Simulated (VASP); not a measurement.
# SnTe (P6_3mc) in VASP: further runs

SnTe is run at these levels: PBE; tasks: single point.

All numbers are computed with VASP 6.6.1; they aren't measurements. Logs are shortened: lines on timing, memory, paths and dates and some standing lists are left out, and cuts for length are marked.

### Step 1. The cell of the first run

It takes space group P6_3mc (No. 186, hexagonal). The conventional cell has a = 5.315 Å, b = 5.315 Å, c = 6.378 Å, α = 90.00°, β = 90.00°, γ = 120.00°. Sn (site symmetry 3m) has 5 Te at 3.03 to 3.34 Å within 4.0 Å. Within 4.0 Å of Te (site symmetry 3m) lie 5 Sn at 3.03 to 3.34 Å.

### Step 2. Single point, PBE (39.01 Å³/atom)

Contents of INCAR:

```
SYSTEM = SnTe
  ALGO = Normal
  EDIFF = 1E-6
  ENCUT = 520
  GGA = PE
  ISIF = 2
  ISMEAR = 0
  LASPH = .TRUE.
  LCHARG = .TRUE.
  LELF = .TRUE.
  LREAL = .FALSE.
  LVHAR = .TRUE.
  LWAVE = .FALSE.
  NBANDS = 28
  NELM = 100
  PREC = Accurate
  SIGMA = 0.01
```

Contents of KPOINTS:

```
k-points
0
G
  6 6 4
  0 0 0
```

Contents of POSCAR:

```
SnTe
1.0
    5.3153732353      0.0000000000      0.0000000000
   -2.6576866177      4.6032482523      0.0000000000
    0.0000000000      0.0000000000      6.3780930858
Sn Te
2 2
Direct
    0.3333333333      0.6666666667     -0.0502760678
    0.6666666667      0.3333333333      0.4497239322
    0.3333333333      0.6666666667      0.4252760678
    0.6666666667      0.3333333333      0.9252760678
```

Potentials or basis: VASP PAW PBE potentials, release 64 (Sn_d, Te).

Started as:

```sh
cat potpaw_PBE.64/Sn_d/POTCAR potpaw_PBE.64/Te/POTCAR > POTCAR
mpirun -np 1 vasp_std > vasp.out
```

OUTCAR:

```text
SYSTEM = SnTe
   EDIFF = 1E-6
   ENCUT = 520
   GGA = PE
   ISIF = 2
   ISMEAR = 0
   LASPH = .TRUE.
   LREAL = .FALSE.
   NELM = 100
   PREC = Accurate

 ion  position               nearest neighbor table
   1  0.333  0.667  0.950-   3 3.03   4 3.07   4 3.07   4 3.07   3 3.34
   2  0.667  0.333  0.450-   4 3.03   3 3.07   3 3.07   3 3.07   4 3.34
   3  0.333  0.667  0.425-   1 3.03   2 3.07   2 3.07   2 3.07   1 3.34
   4  0.667  0.333  0.925-   2 3.03   1 3.07   1 3.07   1 3.07   2 3.34

  LATTYP: Found a hexagonal cell.
 ALAT       =     5.3153732353
 C/A-ratio  =     1.1999332509

  Lattice vectors:

 A1 = (   5.3153732353,   0.0000000000,   0.0000000000)
 A2 = (  -2.6576866177,   4.6032482523,   0.0000000000)
 A3 = (   0.0000000000,   0.0000000000,   6.3780930858)

Analysis of symmetry for initial positions (statically):
=====================================================================
 Subroutine PRICEL returns:
 Original cell was already a primitive cell.

 Routine SETGRP: Setting up the symmetry group for a
 hexagonal supercell.

 Subroutine GETGRP returns: Found 12 space group operations
 (whereof  6 operations were pure point group operations)
 out of a pool of 24 trial point group operations.

The static configuration has the point symmetry C_3v.
 The point group associated with its full space group is C_6v.

Analysis of symmetry for dynamics (positions and initial velocities):
=====================================================================
 Subroutine PRICEL returns:
 Original cell was already a primitive cell.

 Routine SETGRP: Setting up the symmetry group for a
 hexagonal supercell.

 Subroutine GETGRP returns: Found 12 space group operations
 (whereof  6 operations were pure point group operations)
 out of a pool of 24 trial point group operations.

The dynamic configuration has the point symmetry C_3v.
 The point group associated with its full space group is C_6v.

 Subroutine INISYM returns: Found 12 space group operations
 (whereof  6 operations are pure point group operations),
 and found     1 'primitive' translations

----------------------------------------------------------------------------------------

                                     Primitive cell

  volume of cell :     156.0591

  direct lattice vectors                    reciprocal lattice vectors
     5.315373235  0.000000000  0.000000000     0.188133543  0.108618952  0.000000000
    -2.657686618  4.603248252  0.000000000     0.000000000  0.217237904  0.000000000
     0.000000000  0.000000000  6.378093086     0.000000000  0.000000000  0.156786674

  length of vectors
     5.315373235  5.315373235  6.378093086     0.217237904  0.217237904  0.156786674

  position of ions in fractional coordinates (direct lattice)
     0.333333333  0.666666667  0.949723932
     0.666666667  0.333333333  0.449723932
     0.333333333  0.666666667  0.425276068
     0.666666667  0.333333333  0.925276068

  ion indices of the primitive-cell ions
   primitive index   ion index
                 1           1
                 2           2
                 3           3
                 4           4

----------------------------------------------------------------------------------------

 KPOINTS: k-points

Automatic generation of k-mesh.
 Grid dimensions read from file:
 generate k-points for:    6    6    4

 Generating k-lattice:

  Cartesian coordinates                     Fractional coordinates (reciprocal lattice)
     0.031355591  0.018103159  0.000000000     0.166666667  0.000000000  0.000000000
     0.000000000  0.036206317  0.000000000     0.000000000  0.166666667  0.000000000
     0.000000000  0.000000000  0.039196668     0.000000000  0.000000000  0.250000000

  Length of vectors
     0.036206317  0.036206317  0.039196668

  Shift w.r.t. Gamma in fractional coordinates (k-lattice)
     0.000000000  0.000000000  0.000000000

 Subroutine IBZKPT returns following result:
 ===========================================

 Found     21 irreducible k-points:

 Following reciprocal coordinates:
            Coordinates               Weight
  0.000000  0.000000  0.000000      1.000000
  0.166667  0.000000  0.000000      6.000000
  0.333333 -0.000000  0.000000      6.000000
  0.500000 -0.000000  0.000000      3.000000
  0.166667  0.166667  0.000000      6.000000
  0.333333  0.166667  0.000000     12.000000
[... 13 lines left out ...]
  0.333333  0.166667  0.500000     12.000000
  0.333333  0.333333  0.500000      2.000000
   k-points           NKPTS =     21   k-points in BZ     NKDIM =     21   number of bands    NBANDS=     28
   number of dos      NEDOS =    301   number of ions     NIONS =      4
   total plane-waves  NPLWV =  76800
   dimension x,y,z NGX =    40 NGY =   40 NGZ =   48
   dimension x,y,z NGXF=    80 NGYF=   80 NGZF=   96
   ions per type =               2   2
   NGX,Y,Z   is equivalent  to a cutoff of  12.51, 12.51, 12.51 a.u.
[... 59 lines left out ...]

 E-fermi :   4.8972     XC(G=0):  -8.2305

 val. band max:        4.8551524692   @ k =   0.3333   0.3333   0.5000
 cond. band min:       5.2801656303   @ k =   0.1667   0.0000   0.0000
 fundamental gap:      0.4250131612
 Fermi energy:         4.8971654196

 k-point     1 :       0.0000    0.0000    0.0000
  band No.  band energies     occupation
      1     -17.0365      2.00000
      2     -17.0365      2.00000
      3     -17.0361      2.00000
      4     -17.0361      2.00000
      5     -17.0322      2.00000
      6     -17.0179      2.00000
[... 20 lines left out ...]
     27       9.4039      0.00000
     28       9.4039      0.00000

 k-point     2 :       0.1667    0.0000    0.0000
  band No.  band energies     occupation
      1     -17.0386      2.00000
      2     -17.0365      2.00000
      3     -17.0364      2.00000
      4     -17.0352      2.00000
      5     -17.0292      2.00000
      6     -17.0181      2.00000
[... 20 lines left out ...]
     27       9.3258      0.00000
     28       9.6667      0.00000

 k-point     3 :       0.3333   -0.0000    0.0000
  band No.  band energies     occupation
      1     -17.0407      2.00000
      2     -17.0372      2.00000
      3     -17.0358      2.00000
      4     -17.0339      2.00000
      5     -17.0250      2.00000
      6     -17.0188      2.00000
[... 20 lines left out ...]
     27       9.2175      0.00000
     28      10.1940      0.00000

 k-point     4 :       0.5000   -0.0000    0.0000
  band No.  band energies     occupation
      1     -17.0414      2.00000
      2     -17.0376      2.00000
      3     -17.0354      2.00000
      4     -17.0332      2.00000
      5     -17.0226      2.00000
      6     -17.0197      2.00000
[... 20 lines left out ...]
     27       9.4113      0.00000
     28       9.6731      0.00000

 k-point     5 :       0.1667    0.1667    0.0000
  band No.  band energies     occupation
      1     -17.0400      2.00000
      2     -17.0376      2.00000
      3     -17.0357      2.00000
      4     -17.0342      2.00000
      5     -17.0261      2.00000
      6     -17.0185      2.00000
[... 20 lines left out ...]
     27       9.9315      0.00000
     28      10.1797      0.00000

 k-point     6 :       0.3333    0.1667    0.0000
  band No.  band energies     occupation
      1     -17.0408      2.00000
      2     -17.0383      2.00000
      3     -17.0356      2.00000
      4     -17.0331      2.00000
      5     -17.0228      2.00000
      6     -17.0195      2.00000
[... 370 lines left out ...]
      5     -17.0231      2.00000
      6     -17.0231      2.00000
[... 20 lines left out ...]
     27      10.1729      0.00000
     28      10.1729      0.00000

 k-point    19 :       0.1667    0.1667    0.5000
  band No.  band energies     occupation
      1     -17.0375      2.00000
      2     -17.0375      2.00000
      3     -17.0355      2.00000
      4     -17.0355      2.00000
      5     -17.0235      2.00000
      6     -17.0235      2.00000
[... 20 lines left out ...]
     27      10.8410      0.00000
     28      10.8410      0.00000

 k-point    20 :       0.3333    0.1667    0.5000
  band No.  band energies     occupation
      1     -17.0377      2.00000
      2     -17.0377      2.00000
      3     -17.0346      2.00000
      4     -17.0346      2.00000
      5     -17.0231      2.00000
      6     -17.0231      2.00000
[... 20 lines left out ...]
     27       9.9172      0.00000
     28       9.9172      0.00000

 k-point    21 :       0.3333    0.3333    0.5000
  band No.  band energies     occupation
      1     -17.0377      2.00000
      2     -17.0377      2.00000
      3     -17.0344      2.00000
      4     -17.0344      2.00000
      5     -17.0230      2.00000
      6     -17.0230      2.00000
[... 20 lines left out ...]
     27       9.6966      0.00000
     28       9.6966      0.00000

------------------------ aborting loop because EDIFF is reached ----------------------------------------

  FORCE on cell =-STRESS in cart. coord.  units (eV):
  Direction    XX          YY          ZZ          XY          YZ          ZX
  --------------------------------------------------------------------------------------
  -------------------------------------------------------------------------------------
  Total        1.9977811      1.9977811      2.1435621     -0.0000000      0.0000000     -0.0000000
  in kB       20.5101796     20.5101796     22.0068380     -0.0000000      0.0000000     -0.0000000
  external PRESSURE =      21.0090658 kB  Pullay stress =       0.0000000 kB

 VOLUME and BASIS-vectors are now :
 -----------------------------------------------------------------------------
  energy-cutoff  :      520.00
  volume of cell :      156.06
      direct lattice vectors                 reciprocal lattice vectors
     5.315373235  0.000000000  0.000000000     0.188133543  0.108618952  0.000000000
    -2.657686618  4.603248252  0.000000000     0.000000000  0.217237904  0.000000000
     0.000000000  0.000000000  6.378093086     0.000000000  0.000000000  0.156786674

 POSITION                                       TOTAL-FORCE (eV/Angst)
 -----------------------------------------------------------------------------------
     -0.00000      3.06883      6.05743        -0.000000      0.000000     -0.100439
      2.65769      1.53442      2.86838         0.000000     -0.000000     -0.100439
     -0.00000      3.06883      2.71245        -0.000000      0.000000      0.100439
      2.65769      1.53442      5.90150         0.000000      0.000000      0.100439
 -----------------------------------------------------------------------------------
    total drift:                               -0.000000      0.000000     -0.000323

  FREE ENERGIE OF THE ION-ELECTRON SYSTEM (eV)
  ---------------------------------------------------
  free  energy   TOTEN  =       -14.6023112050 eV

  energy  without entropy=      -14.6023112050  energy(sigma->0) =      -14.60231121
```

Run time: 2.4 min. Hardware: 1 thread of Intel Xeon Platinum 8259CL at 2.50GHz (Skylake/Cascade Lake), shared host; peak memory 0.29 GiB.

What came out:

```
Free energy            : -14.6023 eV
Pressure               : 2.1 GPa
Largest force          : 0.100 eV/Å
Band gap on the k mesh : 0.42 eV (least direct gap 0.52 eV)
```

Forces on the atoms (eV/Å):
```
Sn   0.000  0.000 -0.100
Sn   0.000  0.000 -0.100
Te   0.000  0.000  0.100
Te   0.000  0.000  0.100
```

Stress tensor (GPa, compression positive):
```
2.05 0.00 0.00
0.00 2.05 0.00
0.00 0.00 2.20
```

Caveat: spin-orbit coupling is left out, which moves the levels of the heavy elements. A k mesh can miss the band edges.

### Step 3. Single point, PBE (40.26 Å³/atom)

This run uses another cell than the first one, of 40.26 Å³/atom.

Contents of INCAR:

```
PREC     = Accurate       # precision mode
ENCUT    = 520            # plane-wave cutoff, eV
EDIFF    = 1E-6           # SCF threshold, eV
ISMEAR   = 0              # smearing method
SIGMA    = 0.01           # smearing width, eV
LREAL    = F              # projectors in reciprocal space
LASPH    = T              # aspherical terms in the spheres
NELM     = 100            # most SCF steps
ALGO     = Normal         # electronic algorithm
ISIF     = 2              # what is computed and relaxed
LWAVE    = F              # write WAVECAR
LCHARG   = F              # write CHGCAR
GGA      = PE             # functional
NBANDS   = 28             # bands
```

Contents of KPOINTS:

```
Automatic mesh
0
Gamma
  6 6 4
```

Contents of POSCAR:

```
SnTe
1.0
    5.3713286445      0.0000000000      0.0000000000
   -2.6856643223      4.6517070582      0.0000000000
    0.0000000000      0.0000000000      6.4452358419
Sn Te
2 2
Direct
    0.3333333333      0.6666666667     -0.0502760678
    0.6666666667      0.3333333333      0.4497239322
    0.3333333333      0.6666666667      0.4252760678
    0.6666666667      0.3333333333      0.9252760678
```

Potentials or basis: VASP PAW PBE potentials, release 64 (Sn_d, Te).

Started as:

```sh
cat potpaw_PBE.64/Sn_d/POTCAR potpaw_PBE.64/Te/POTCAR > POTCAR
mpirun -np 1 vasp_std > vasp.out
```

It took 2 min on 1 thread of Intel Xeon Platinum 8259CL at 2.50GHz (Skylake/Cascade Lake), shared host; peak memory 0.3 GiB.

The run converged. Its results:

| Item | Value |
| --- | --- |
| Free energy | -14.6502 eV |
| Pressure | 1.0 GPa |
| Largest force | 0.050 eV/Å |
| Band gap on the k mesh | 0.54 eV (least direct gap 0.58 eV) |

Forces in eV/Å, atoms in the order of the input:
```
Sn   0.000  0.000 -0.050
Sn   0.000  0.000 -0.050
Te   0.000  0.000  0.050
Te   0.000  0.000  0.050
```

Stress tensor (GPa, compression positive):
```
0.93 0.00 0.00
0.00 0.93 0.00
0.00 0.00 1.01
```

Levels at points of the mesh, in eV from the valence-band top:
```tsv
k point	band 17	band 18	band 19	band 20	band 21	band 22	band 23	band 24
(0.00, 0.00, 0.00)	-3.46	-2.07	-2.07	-2.04	0.56	0.56	2.24	2.24
(0.50, 0.00, 0.00)	-3.24	-2.47	-2.34	-0.65	1.79	2.66	3.17	3.56
(0.00, 0.00, 0.50)	-2.84	-2.84	-1.65	-1.65	1.11	1.11	1.11	1.11
(0.50, 0.00, 0.50)	-2.11	-2.11	-0.88	-0.88	0.69	0.69	2.40	2.40
```

Caveat: spin-orbit coupling is left out, which moves the levels of the heavy elements. A k mesh can miss the band edges.

### Step 4. Single point, PBE

This run uses another cell than the first one, of 40.91 Å³/atom.

Contents of INCAR:

```
PREC = Accurate ; ENCUT = 520
EDIFF = 1E-6 ; ISMEAR = 0
SIGMA = 0.01 ; LREAL = F
LASPH = T ; NELM = 80
ALGO = Normal ; ISIF = 2
LWAVE = F ; LCHARG = T
GGA = PE ; LELF = T
LVHAR = T ; NBANDS = 28
```

Contents of KPOINTS:

```
regular mesh
0
Gamma
  6 6 4
```

Contents of POSCAR:

```
SnTe
1.0
    5.3967552076      0.0000000001      0.0000000000
   -2.6983776038      4.6737271077      0.0000000000
    0.0000000000      0.0000000000      6.4878041586
Sn Te
2 2
Direct
    0.3333333333      0.6666666667     -0.0459806339
    0.6666666667      0.3333333333      0.4540193661
    0.3333333333      0.6666666667      0.4209806339
    0.6666666667      0.3333333333      0.9209806339
```

Started as:

```sh
cat potpaw_PBE.64/Sn_d/POTCAR potpaw_PBE.64/Te/POTCAR > POTCAR
mpirun -np 1 vasp_std > vasp.out
```

It took 2 min on 1 thread of Intel Xeon Platinum 8259CL at 2.50GHz (Skylake/Cascade Lake), shared host; peak memory 0.3 GiB.

Results (log left out):

```
Free energy            : -14.6563 eV
Pressure               : 0.6 GPa
Largest force          : 0.082 eV/Å
Band gap on the k mesh : 0.63 eV (least direct gap 0.73 eV)
```

Forces in eV/Å, atoms in the order of the input:
```
Sn   0.000  0.000 -0.082
Sn   0.000  0.000 -0.082
Te   0.000  0.000  0.082
Te   0.000  0.000  0.082
```

Stress tensor (GPa, compression positive):
```
0.51 0.00 0.00
0.00 0.51 0.00
0.00 0.00 0.84
```

Levels at points of the mesh, in eV from the valence-band top:
```tsv
k point	band 18	band 19	band 20	band 21	band 22	band 23
(0.00, 0.00, 0.00)	-1.97	-1.97	-1.96	0.64	0.64	2.30
(0.50, 0.00, 0.00)	-2.35	-2.19	-0.58	1.82	2.60	3.18
(0.00, 0.00, 0.50)	-2.72	-1.57	-1.57	1.19	1.19	1.19
(0.50, 0.00, 0.50)	-2.05	-0.84	-0.84	0.81	0.81	2.45
```

Caveat: spin-orbit coupling is left out, which moves the levels of the heavy elements.

### Step 5. Single point, PBE

This run uses another cell than the first one, of 41.51 Å³/atom.

Contents of INCAR:

```
PREC = Accurate ; ENCUT = 520
EDIFF = 1E-6 ; ISMEAR = 0
SIGMA = 0.01 ; LREAL = F
LASPH = T ; NELM = 100
ALGO = Normal ; ISIF = 2
LWAVE = F ; LCHARG = F
GGA = PE ; NBANDS = 28
```

Contents of KPOINTS:

```
Automatic mesh
0
Gamma
  6 6 4
```

Contents of POSCAR:

```
SnTe
1.0
    5.4261419062      0.0000000000      0.0000000000
   -2.7130709532      4.6991767353      0.0000000000
    0.0000000000      0.0000000000      6.5110080973
Sn Te
2 2
Direct
    0.3333333333      0.6666666667     -0.0502760678
    0.6666666667      0.3333333333      0.4497239322
    0.3333333333      0.6666666667      0.4252760678
    0.6666666667      0.3333333333      0.9252760678
```

Started as:

```sh
cat potpaw_PBE.64/Sn_d/POTCAR potpaw_PBE.64/Te/POTCAR > POTCAR
mpirun -np 1 vasp_std > vasp.out
```

Wall time 94 s (1 thread of Intel Xeon Platinum 8259CL at 2.50GHz (Skylake/Cascade Lake), shared host); peak memory 0.3 GiB.

The run converged. Its results:

```
Free energy            : -14.6652 eV
Pressure               : 0.0 GPa
Largest force          : 0.004 eV/Å
Band gap on the k mesh : 0.64 eV
```

Forces in eV/Å, atoms in the order of the input:
```
Sn   0.000  0.000 -0.004
Sn   0.000  0.000 -0.004
Te   0.000  0.000  0.004
Te   0.000  0.000  0.004
```

Levels at points of the mesh, in eV from the valence-band top:
```csv
k point,band 17,band 18,band 19,band 20,band 21,band 22,band 23,band 24
"(0.00, 0.00, 0.00)",-3.28,-1.95,-1.95,-1.91,0.67,0.67,2.28,2.28
"(0.50, 0.00, 0.00)",-3.06,-2.33,-2.21,-0.61,1.80,2.68,3.11,3.60
"(0.00, 0.00, 0.50)",-2.68,-2.68,-1.55,-1.55,1.20,1.20,1.20,1.20
"(0.50, 0.00, 0.50)",-1.97,-1.97,-0.83,-0.83,0.74,0.74,2.37,2.37
```

Caveat: spin-orbit coupling is left out, which moves the levels of the heavy elements.

### Step 6. Overview

```tsv
cell	gap on the mesh (eV)	pressure (GPa)	largest force (eV/Å)
a = 5.315, b = 5.315, c = 6.378 Å, angles 90.0, 90.0, 120.0°, 4 atoms, atomic positions A	0.42	2.1	0.10
a = 5.371, b = 5.371, c = 6.445 Å, angles 90.0, 90.0, 120.0°, 4 atoms, atomic positions A	0.54	1.0	0.05
a = 5.397, b = 5.397, c = 6.488 Å, angles 90.0, 90.0, 120.0°, 4 atoms, atomic positions B	0.63	0.6	0.08
a = 5.426, b = 5.426, c = 6.511 Å, angles 90.0, 90.0, 120.0°, 4 atoms, atomic positions A	0.64	0.0	-
```

Alike in all rows: task single point; level PBE; potentials or basis VASP PAW PBE potentials, release 64 (Sn_d, Te); no spin polarisation; k mesh 6 × 6 × 4; cutoff (eV) 520; smearing gaussian 0.01 eV.

Caveats: spin-orbit coupling is left out, which moves the levels of the heavy elements.

Absolute energies hang on the potentials; compare differences alone.
